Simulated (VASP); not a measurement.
# PtS2 (P-3m1) in VASP: single point with PBE+D3(BJ)

Aim: the single point of PtS2 with PBE+D3(BJ).

Program: VASP 6.6.1. These are calculated values, not measurements. Logs are shortened: lines on timing, memory, paths and dates and some standing lists are left out, and cuts for length are marked.

### Step 1. The cell of the first run

It takes space group P-3m1 (No. 164, trigonal). The conventional cell has a = 3.583 Å, b = 3.583 Å, c = 4.664 Å, α = 90.00°, β = 90.00°, γ = 120.00°. Within 3.2 Å of Pt (site symmetry -3m) lie 6 S at 2.39 Å. Within 3.2 Å of S (site symmetry 3m) lie 3 Pt at 2.39 Å and 6 S at 3.06 to 3.18 Å.

### Step 2. Single point, PBE+D3(BJ), non-collinear spin, zero start, spin-orbit coupling

File INCAR:

```
SYSTEM = PtS2
PREC     = Accurate       ! precision mode
ENCUT    = 500            ! plane-wave cutoff, eV
EDIFF    = 1E-6           ! SCF threshold, eV
ISMEAR   = 0              ! smearing method
SIGMA    = 0.01           ! smearing width, eV
LREAL    = .FALSE.        ! projectors in reciprocal space
LASPH    = .TRUE.         ! aspherical terms in the spheres
NELM     = 200            ! most SCF steps
ALGO     = Normal         ! electronic algorithm
ISIF     = 2              ! what is computed and relaxed
LWAVE    = .FALSE.        ! write WAVECAR
LCHARG   = .FALSE.        ! write CHGCAR
MAGMOM   = 0 0 0 0 0 0 0 0 0 ! initial moments
LORBIT   = 11             ! projections on sites
LSORBIT  = .TRUE.         ! spin-orbit coupling
GGA_COMPAT= .FALSE.      
LORBMOM  = .TRUE.       
LMAXMIX  = 4              ! l up to which the mixer works
GGA      = PE             ! functional
IVDW     = 12             ! dispersion correction
NBANDS   = 35             ! bands
```

File KPOINTS:

```
Automatic mesh
0
G
  12 12 8
  0 0 0
```

File POSCAR:

```
PtS2
1.0
    3.5830653997      0.0000000000      0.0000000000
   -1.7915326998      3.1030256596      0.0000000000
    0.0000000000      0.0000000000      4.6639927029
Pt S
1 2
Direct
    0.0000000000      0.0000000000      0.0000000000
    0.3333333333      0.6666666667      0.2586282044
    0.6666666667      0.3333333333      0.7413717956
```

Potentials or basis: VASP PAW PBE potentials, release 64 (Pt, S).

Command:

```console
$ cat potpaw_PBE.64/Pt/POTCAR potpaw_PBE.64/S/POTCAR > POTCAR
$ mpirun -np 1 vasp_ncl > vasp.out
```

OUTCAR:

```text
SYSTEM = PtS2
   PREC = Accurate
   ENCUT = 500
   EDIFF = 1E-6
   ISMEAR = 0
   LREAL = .FALSE.
   LASPH = .TRUE.
   NELM = 200
   ISIF = 2
   LORBIT = 11
   LSORBIT = .TRUE.
   GGA = PE
   IVDW = 12
 IVDW          = 12

 ion  position               nearest neighbor table
   1  0.000  0.000  0.000-   2 2.39   3 2.39   3 2.39   2 2.39   3 2.39   2 2.39
   2  0.333  0.667  0.259-   1 2.39   1 2.39   1 2.39
   3  0.667  0.333  0.741-   1 2.39   1 2.39   1 2.39

  LATTYP: Found a hexagonal cell.
 ALAT       =     3.5830653997
 C/A-ratio  =     1.3016766881

  Lattice vectors:

 A1 = (   3.5830653997,   0.0000000000,   0.0000000000)
 A2 = (  -1.7915326998,   3.1030256596,   0.0000000000)
 A3 = (   0.0000000000,   0.0000000000,   4.6639927029)

Analysis of symmetry for initial positions (statically):
=====================================================================
 Subroutine PRICEL returns:
 Original cell was already a primitive cell.

 Routine SETGRP: Setting up the symmetry group for a
 hexagonal supercell.

 Subroutine GETGRP returns: Found 12 space group operations
 (whereof 12 operations were pure point group operations)
 out of a pool of 24 trial point group operations.

The static configuration has the point symmetry D_3d.

Analysis of symmetry for dynamics (positions and initial velocities):
=====================================================================
 Subroutine PRICEL returns:
 Original cell was already a primitive cell.

 Routine SETGRP: Setting up the symmetry group for a
 hexagonal supercell.

 Subroutine GETGRP returns: Found 12 space group operations
 (whereof 12 operations were pure point group operations)
 out of a pool of 24 trial point group operations.

The dynamic configuration has the point symmetry D_3d.

Analysis of structural, dynamic, and magnetic symmetry:
=====================================================================
 Subroutine PRICEL returns:
 Original cell was already a primitive cell.

 Routine SETGRP: Setting up the symmetry group for a
 hexagonal supercell.

 Subroutine GETGRP returns: Found 12 space group operations
 (whereof 12 operations were pure point group operations)
 out of a pool of 24 trial point group operations.

The overall configuration has the point symmetry D_3d.

[... 1075 lines left out ...]
 -----------------------------------------------------------------------------------
      0.00000      0.00000      0.00000         0.000000      0.000000      0.000000
     -0.00000      2.06868      1.20624        -0.000000      0.000000     -0.010642
      1.79153      1.03434      3.45775         0.000000     -0.000000      0.010642
 -----------------------------------------------------------------------------------
    total drift:                               -0.000000      0.000000      0.000000

  FREE ENERGIE OF THE ION-ELECTRON SYSTEM (eV)
  ---------------------------------------------------
  free  energy   TOTEN  =       -17.0533247597 eV

  energy  without entropy=      -17.0533245990  energy(sigma->0) =      -17.05332468

 orbital moment (x)

 # of ion     p       d       tot
 ----------------------------------------
  1         0.000   0.000   0.000
  2        -0.000   0.000  -0.000
  3        -0.000   0.000  -0.000
 ----------------------------------------
           -0.000   0.000  -0.000

 orbital moment (y)

 # of ion     p       d       tot
 ----------------------------------------
  1         0.000   0.000   0.000
  2        -0.000   0.000  -0.000
  3        -0.000   0.000  -0.000
 ----------------------------------------
           -0.000   0.000   0.000

 orbital moment (z)

 # of ion     p       d       tot
 ----------------------------------------
  1         0.000   0.000   0.000
  2         0.000   0.000   0.000
  3         0.000   0.000   0.000
 ----------------------------------------
            0.000   0.000   0.000

 Spin-Orbit-Coupling matrix elements

 Ion:    1  E_soc:     -0.7646093
 l=   1
     0.0000000    -0.0341082    -0.0361096
    -0.0341082     0.0000000    -0.0341082
    -0.0361096    -0.0341082     0.0000000
 l=   2
     0.0000000    -0.0207849     0.0000000    -0.0207849    -0.0699312
    -0.0207849     0.0000000    -0.0500531    -0.0248017    -0.0207849
     0.0000000    -0.0500531     0.0000000    -0.0500531     0.0000000
    -0.0207849    -0.0248017    -0.0500531     0.0000000    -0.0207849
    -0.0699312    -0.0207849     0.0000000    -0.0207849     0.0000000
 l=   3
     0.0000000     0.0000000     0.0000000     0.0000000     0.0000000     0.0000000     0.0000000
     0.0000000     0.0000000     0.0000000     0.0000000     0.0000000     0.0000000     0.0000000
     0.0000000     0.0000000     0.0000000     0.0000000     0.0000000     0.0000000     0.0000000
     0.0000000     0.0000000     0.0000000     0.0000000     0.0000000     0.0000000     0.0000000
[... 29 lines left out ...]
 l=   2
     0.0000000     0.0000000     0.0000000     0.0000000     0.0000000
     0.0000000     0.0000000     0.0000000     0.0000000     0.0000000
     0.0000000     0.0000000     0.0000000     0.0000000     0.0000000
     0.0000000     0.0000000     0.0000000     0.0000000     0.0000000
     0.0000000     0.0000000     0.0000000     0.0000000     0.0000000
 l=   3
     0.0000000     0.0000000     0.0000000     0.0000000     0.0000000     0.0000000     0.0000000
     0.0000000     0.0000000     0.0000000     0.0000000     0.0000000     0.0000000     0.0000000
     0.0000000     0.0000000     0.0000000     0.0000000     0.0000000     0.0000000     0.0000000
     0.0000000     0.0000000     0.0000000     0.0000000     0.0000000     0.0000000     0.0000000
     0.0000000     0.0000000     0.0000000     0.0000000     0.0000000     0.0000000     0.0000000
     0.0000000     0.0000000     0.0000000     0.0000000     0.0000000     0.0000000     0.0000000
     0.0000000     0.0000000     0.0000000     0.0000000     0.0000000     0.0000000     0.0000000

 total charge

# of ion       s       p       d       tot
------------------------------------------
    1        0.695   0.786   7.961   9.442
    2        1.367   2.264   0.000   3.631
    3        1.367   2.264   0.000   3.631
--------------------------------------------------
tot          3.429   5.314   7.961  16.704

 magnetization (x)

# of ion       s       p       d       tot
------------------------------------------
    1        0.000   0.000   0.000   0.000
    2        0.000   0.000   0.000   0.000
    3        0.000   0.000   0.000   0.000
--------------------------------------------------
tot          0.000   0.000   0.000   0.000

 magnetization (y)

# of ion       s       p       d       tot
------------------------------------------
    1        0.000   0.000  -0.000   0.000
    2        0.000   0.000   0.000   0.000
    3        0.000   0.000   0.000   0.000
--------------------------------------------------
tot          0.000   0.000  -0.000   0.000

 magnetization (z)

# of ion       s       p       d       tot
------------------------------------------
    1       -0.000   0.000   0.000  -0.000
    2        0.000   0.000   0.000   0.000
    3        0.000   0.000   0.000   0.000
--------------------------------------------------
tot         -0.000   0.000   0.000  -0.000
```

OSZICAR:

```text
N       E                     dE             d eps       ncg     rms          rms(c)
DAV:   1     0.117527700003E+03    0.11753E+03   -0.10001E+04  9226   0.111E+03
DAV:   2    -0.974760062690E+01   -0.12728E+03   -0.12004E+03 10676   0.236E+02
DAV:   3    -0.169311420595E+02   -0.71835E+01   -0.70516E+01 11340   0.541E+01
DAV:   4    -0.170385987696E+02   -0.10746E+00   -0.10726E+00 11421   0.740E+00
DAV:   5    -0.170405114629E+02   -0.19127E-02   -0.19122E-02 11298   0.983E-01    0.198E+01
DAV:   6    -0.159603568276E+02    0.10802E+01   -0.54346E+00  9590   0.257E+01    0.136E+01
DAV:   7    -0.157215378990E+02    0.23882E+00   -0.11225E+00  9590   0.116E+01    0.651E+00
DAV:   8    -0.157063659482E+02    0.15172E-01   -0.76935E-02 10845   0.170E+00    0.246E+00
DAV:   9    -0.156995053700E+02    0.68606E-02   -0.95824E-03 10800   0.112E+00    0.567E-01
DAV:  10    -0.156993665882E+02    0.13878E-03   -0.27327E-03 11112   0.396E-01    0.147E-01
DAV:  11    -0.156994377375E+02   -0.71149E-04   -0.23909E-04 10532   0.119E-01    0.660E-02
DAV:  12    -0.156994590111E+02   -0.21274E-04   -0.16784E-05 10674   0.373E-02    0.268E-02
DAV:  13    -0.156994616835E+02   -0.26724E-05   -0.40631E-06 10593   0.168E-02    0.961E-03
DAV:  14    -0.156994622758E+02   -0.59228E-06   -0.81241E-07  7921   0.675E-03
   1 F= -.17053325E+02 E0= -.17053325E+02  d E =-.160658E-06  mag=     0.0000    -0.0000    -0.0000
```

It took 8.5 min on 1 thread of Oxide Virtual Turin-like, shared host; peak memory 0.47 GiB.

Results:

```yaml
Free_energy: -17.0533 eV
Pressure: -0.2 GPa
Largest_force: 0.011 eV/Å
Net_moment: 0.00 μB per cell
Valence_electrons_inside_the_program's_atomic_spheres: Pt 9.44; S 3.63
Dispersion_energy_per_atom: -0.451 eV
```

Forces in eV/Å, atoms in the order of the input:
```
Pt   0.000  0.000  0.000
S    0.000  0.000 -0.011
S    0.000  0.000  0.011
```

Moments on the atoms (μB; x, y, z):
```
Pt  0.00 0.00 0.00
S   0.00 0.00 0.00
S   0.00 0.00 0.00
```
